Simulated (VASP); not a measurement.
Write the native input for VASP 6.6.1 that does the following.

| Quantity | Value |
| --- | --- |
| Task | single point |
| Functional | LDA |
| Potentials or basis | VASP PAW LDA potentials, release 64 (Ir) |
| Cutoff | 520 eV |
| k mesh | 19 × 19 × 19 |
| Occupations | fermi-dirac, width 0.08 eV |
| Spin | no spin polarisation |
| Dipole correction | no |
| Further INCAR settings | ALGO = Normal; EDIFF = 1e-06; NBANDS = 10 |

The structure of Ir lies in POSCAR:

```
Ir
1.0
    0.0000000000      1.6930476931      1.6930476931
    1.6930476931      0.0000000000      1.6930476931
    1.6930476931      1.6930476931      0.0000000000
Ir
1
Direct
    0.0000000000      0.0000000000      0.0000000000
```

The input as run:

INCAR

```
PREC = Accurate ; ENCUT = 520
EDIFF = 1E-6 ; ISMEAR = -1
SIGMA = 0.08 ; LREAL = False
LASPH = True ; NELM = 60
ALGO = Normal ; ISIF = 2
LWAVE = False ; LCHARG = False
GGA = CA ; NBANDS = 10
```

KPOINTS

```
regular mesh
0
Gamma
  19 19 19
```

Potentials or basis: VASP PAW LDA potentials, release 64 (Ir).

The run is started by

```console
$ cat potpaw_LDA.64/Ir/POTCAR > POTCAR
$ mpirun -np 1 vasp_std > vasp.out
```

Results of the run:

```yaml
Pressure: 352.5 GPa
```

Run time: 10 s on 1 thread of AMD EPYC 9R45 96-Core Processor (Zen 5), on a shared host, peak memory 0.11 GiB.
